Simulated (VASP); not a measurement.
# As2Se (I4_1/amd) in VASP: a series of runs

Runs on As2Se. Level: PBEsol. Tasks: single point, relaxation of shape and atoms at fixed volume, relaxation of cell and atoms.

Everything below comes from runs of VASP 6.6.1. Logs are shortened: lines on timing, memory, paths and dates and some standing lists are left out, and cuts for length are marked.

## Step 1: The cell of the first run

The structure is tetragonal, space group I4_1/amd (No. 141). Conventional cell: a = 6.940 Å, b = 6.940 Å, c = 5.231 Å, α = 90.00°, β = 90.00°, γ = 90.00°. As (site symmetry 2/m) has 2 Se at 2.62 Å and 6 As at 2.78 to 3.47 Å within 3.5 Å. Within 3.5 Å of Se (site symmetry -4m2) lie 4 As at 2.62 Å.

## Step 2: Single point, PBEsol

INCAR reads:

```
ALGO = Normal ; EDIFF = 1E-7
ENCUT = 520 ; GGA = PS
ISIF = 2 ; ISMEAR = 0
LASPH = True ; LCHARG = False
LREAL = False ; LWAVE = False
NBANDS = 25 ; NELM = 80
PREC = Accurate ; SIGMA = 0.1
```

KPOINTS reads:

```
k-points
0
Gamma
  8 8 8
```

POSCAR reads:

```
As2Se
1.0
   -3.4699915846      3.4699915846      2.6156397673
    3.4699915846     -3.4699915846      2.6156397673
    3.4699915846      3.4699915846     -2.6156397673
As Se
4 2
Direct
    0.8750000000      0.1250000000      0.7500000000
    0.3750000000      0.1250000000      0.2500000000
    0.8750000000      0.6250000000      0.7500000000
    0.8750000000      0.1250000000      0.2500000000
    0.5000000000      0.5000000000      0.0000000000
    0.2500000000      0.7500000000      0.5000000000
```

Potentials or basis: VASP PAW PBE potentials, release 64 (As, Se).

On the command line:

```console
> cat potpaw_PBE.64/As/POTCAR potpaw_PBE.64/Se/POTCAR > POTCAR
> mpirun -np 1 vasp_std > vasp.out
```

OUTCAR:

```text
EDIFF = 1E-7
   ENCUT = 520
   GGA = PS
   ISIF = 2
   ISMEAR = 0
   LASPH = True
   LREAL = False
   NELM = 80
   PREC = Accurate

 ion  position               nearest neighbor table
   1  0.875  0.125  0.750-   5 2.62   6 2.62   4 2.78   4 2.78   3 2.78   3 2.78
   2  0.375  0.125  0.250-   5 2.62   6 2.62   3 2.78   4 2.78   4 2.78   3 2.78
   3  0.875  0.625  0.750-   5 2.62   6 2.62   1 2.78   2 2.78   1 2.78   2 2.78
   4  0.875  0.125  0.250-   6 2.62   5 2.62   2 2.78   1 2.78   1 2.78   2 2.78
   5  0.500  0.500  0.000-   4 2.62   2 2.62   3 2.62   1 2.62
   6  0.250  0.750  0.500-   1 2.62   2 2.62   3 2.62   4 2.62

  LATTYP: Found a body centered tetragonal cell.
 ALAT       =     6.9399831692
 C/A-ratio  =     0.7537885045

  Lattice vectors:

 A1 = (  -3.4699915846,   3.4699915846,   2.6156397673)
 A2 = (   3.4699915846,  -3.4699915846,   2.6156397673)
 A3 = (   3.4699915846,   3.4699915846,  -2.6156397673)

Analysis of symmetry for initial positions (statically):
=====================================================================
 Subroutine PRICEL returns:
 Original cell was already a primitive cell.

 Routine SETGRP: Setting up the symmetry group for a
 body centered tetragonal supercell.

 Subroutine GETGRP returns: Found 16 space group operations
 (whereof  8 operations were pure point group operations)
 out of a pool of 16 trial point group operations.

The static configuration has the point symmetry D_2d.
 The point group associated with its full space group is D_4h.

Analysis of symmetry for dynamics (positions and initial velocities):
=====================================================================
 Subroutine PRICEL returns:
 Original cell was already a primitive cell.

 Routine SETGRP: Setting up the symmetry group for a
 body centered tetragonal supercell.

 Subroutine GETGRP returns: Found 16 space group operations
 (whereof  8 operations were pure point group operations)
 out of a pool of 16 trial point group operations.

The dynamic configuration has the point symmetry D_2d.
 The point group associated with its full space group is D_4h.

 Subroutine INISYM returns: Found 16 space group operations
 (whereof  8 operations are pure point group operations),
 and found     1 'primitive' translations

----------------------------------------------------------------------------------------

[... 97 lines left out ...]
   LASPH  =      T    aspherical Exc in radial PAW
   ENCUT  =  520.0 eV  38.22 Ry    6.18 a.u.  10.34 10.34 10.34*2*pi/ulx,y,z
   NELM   =     80;   NELMIN=  2; NELMDL= -5     # of ELM steps
   EDIFF  = 0.1E-06   stopping-criterion for ELM
   LREAL  =      F    real-space projection
   EDIFFG = 0.1E-05   stopping-criterion for IOM
   NSW    =      0    number of steps for IOM
   IBRION =     -1    ionic relax: 0-MD 1-quasi-New 2-CG
   NFREE  =      0    steps in history (QN), initial steepest desc. (CG)
   ISIF   =      2    stress and relaxation
   ISYM   =      2    0-nonsym 1-usesym 2-fastsym
   POTIM  = 0.5000    time-step for ionic-motion
   TEBEG  =    0.0;   TEEND  =   0.0 temperature during run
   PSTRESS=    0.0 pullay stress
   NELECT =      32.0000    total number of electrons
   NUPDOWN=      -1.0000    fix difference up-down
   EMIN   =  10.00;   EMAX   =-10.00  energy-range for DOS
   EFERMI =   0.00;   METHOD = LEGACY
   ISMEAR =     0;   SIGMA  =   0.10  broadening in eV -4-tet -1-fermi 0-gaus
   EFERMI_NEDOS =   21; number of points for ismear=-14 and -15
   IALGO  =     38    algorithm
   IMIX   =      4    mixing-type and parameters
     AMIX     =   0.40;   BMIX     =  1.00
     AMIX_MAG =   1.60;   BMIX_MAG =  1.00
  volume/ion in A,a.u.               =      21.00       141.69
  Fermi-wavevector in a.u.,A,eV,Ry     =   1.036796  1.959260 14.625522  1.074946
  Thomas-Fermi vector in A             =   2.171203
   LORBIT       =      0    0 simple, 1 ext, 2 COOP (PROOUT), +10 PAW based schemes
   GGA     = PS    functional components
   LHFCALC =     F    Hartree Fock is set to
   AEXX    =    0.0000 exact exchange contribution
   IVDW    =     0    specifies the selected vdW correction
   LEPSILON=     F    determine dielectric tensor
   LRPA    =     F    only Hartree local field effects (RPA)
 non-spin polarized calculation
 Gauss-broadening in eV      SIGMA  =   0.10
  energy-cutoff  :      520.00
  volume of cell :      125.98
 maximum number of plane-waves:      3426
 NGX is ok and might be reduce to    42
   NGX = 21   NGY = 21   NGZ = 21

 number of electron      32.0000001 magnetization

 Free energy of the ion-electron system (eV)
  ---------------------------------------------------
  ext. energy  EPLUGINS =         0.00000000
  ---------------------------------------------------
  free energy    TOTEN  =       -27.87962585 eV

  energy without entropy =      -27.86817797  energy(sigma->0) =      -27.87390191

 E-fermi :   5.1878     XC(G=0): -10.2928

 val. band max:        5.1816162051   @ k =   0.5000   0.5000   0.1250
 cond. band min:       5.1915038115   @ k =   0.5000   0.1250   0.0000
 fundamental gap:      0.0098876064
 Fermi energy:         5.1878389233

 k-point     1 :       0.0000    0.0000    0.0000
  band No.  band energies     occupation
      1     -10.3063      2.00000
      2      -7.9371      2.00000
      3      -5.3324      2.00000
      4      -5.3324      2.00000
      5      -5.2890      2.00000
      6      -3.5944      2.00000
[... 661 lines left out ...]
     24       9.7766      0.00000
     25      11.1119      0.00000

 [... further k-points ...]
[... 5 lines left out ...]
  --------------------------------------------------------------------------------------
  -------------------------------------------------------------------------------------
  Total        0.1485807      0.1485807      0.2290458      0.0000000     -0.0000000      0.0000000
  in kB        1.8896359      1.8896359      2.9129848      0.0000000     -0.0000000      0.0000000
  external PRESSURE =       2.2307522 kB  Pullay stress =       0.0000000 kB

 VOLUME and BASIS-vectors are now :
 -----------------------------------------------------------------------------
  energy-cutoff  :      520.00
  volume of cell :      125.98
      direct lattice vectors                 reciprocal lattice vectors
    -3.469991585  3.469991585  2.615639767     0.000000000  0.144092568  0.191157822
     3.469991585 -3.469991585  2.615639767     0.144092568  0.000000000  0.191157822
     3.469991585  3.469991585 -2.615639767     0.144092568  0.144092568  0.000000000

 POSITION                                       TOTAL-FORCE (eV/Angst)
 -----------------------------------------------------------------------------------
      0.00000      5.20499      0.65391        -0.000000      0.000000      0.000000
     -0.00000      1.73500      0.65391        -0.000000      0.000000      0.000000
      1.73500      3.46999      1.96173        -0.000000      0.000000      0.000000
     -1.73500      3.46999      1.96173        -0.000000      0.000000      0.000000
      0.00000      0.00000      2.61564        -0.000000      0.000000      0.000000
      3.46999     -0.00000      1.30782         0.000000     -0.000000     -0.000000
 -----------------------------------------------------------------------------------
    total drift:                               -0.000000      0.000000     -0.000000

  FREE ENERGIE OF THE ION-ELECTRON SYSTEM (eV)
  ---------------------------------------------------
  free  energy   TOTEN  =       -27.8796258529 eV

  energy  without entropy=      -27.8681779714  energy(sigma->0) =      -27.87390191
```

OSZICAR:

```text
N       E                     dE             d eps       ncg     rms          rms(c)
DAV:   1     0.133450129795E+03    0.13345E+03   -0.12854E+04  2950   0.109E+03
DAV:   2    -0.170433945777E+02   -0.15049E+03   -0.14060E+03  3839   0.174E+02
DAV:   3    -0.278138246799E+02   -0.10770E+02   -0.10491E+02  3885   0.474E+01
DAV:   4    -0.279559081127E+02   -0.14208E+00   -0.14159E+00  3425   0.594E+00
DAV:   5    -0.279572275445E+02   -0.13194E-02   -0.13183E-02  3795   0.555E-01    0.658E+00
DAV:   6    -0.278916084077E+02    0.65619E-01   -0.73289E-02  3434   0.143E+00    0.399E+00
DAV:   7    -0.278802763084E+02    0.11332E-01   -0.56336E-02  3364   0.107E+00    0.699E-01
DAV:   8    -0.278795577411E+02    0.71857E-03   -0.21299E-03  3539   0.306E-01    0.108E-01
DAV:   9    -0.278796249758E+02   -0.67235E-04   -0.77363E-04  3333   0.143E-01    0.451E-02
DAV:  10    -0.278796249095E+02    0.66279E-07   -0.18867E-05  3777   0.244E-02    0.130E-02
DAV:  11    -0.278796257218E+02   -0.81233E-06   -0.41368E-06  3401   0.136E-02    0.292E-03
DAV:  12    -0.278796258565E+02   -0.13466E-06   -0.31530E-07  3178   0.354E-03    0.101E-03
DAV:  13    -0.278796258529E+02    0.35598E-08   -0.98842E-08  1744   0.151E-03
   1 F= -.27879626E+02 E0= -.27873902E+02  d E =-.114479E-01
```

Run time: 2.7 min. Hardware: 1 thread of AMD EPYC 7R13 (Zen 3), shared host; peak memory 0.31 GiB.

What came out:

| Property | Result |
| --- | --- |
| Free energy | -27.8796 eV |
| Pressure | 0.2 GPa |
| Band gap on the k mesh | zero (band 16 reaches 5.46 eV, above the bottom of band 17 at 5.04 eV) |

Levels at points of the mesh, in eV from the Fermi level:
```tsv
k point	band 12	band 13	band 14	band 15	band 16	band 17	band 18	band 19	band 20	band 21
(0.00, 0.00, 0.00)	-3.01	-3.01	-2.91	-2.91	-1.03	2.50	3.14	3.14	3.24	4.11
(0.50, 0.00, 0.00)	-2.62	-1.84	-1.52	-0.54	-0.06	0.19	0.48	1.56	2.59	3.00
(0.50, 0.50, 0.00)	-2.36	-1.45	-1.45	-1.23	-1.23	-0.08	-0.08	1.87	1.87	3.91
(0.50, 0.50, 0.50)	-2.57	-0.76	-0.76	-0.37	-0.37	0.38	0.38	0.47	0.47	2.66
```

Caveat: the PAW data sets were made with another functional, which shifts forces and pressure a little.

[end of part 1 of 3]
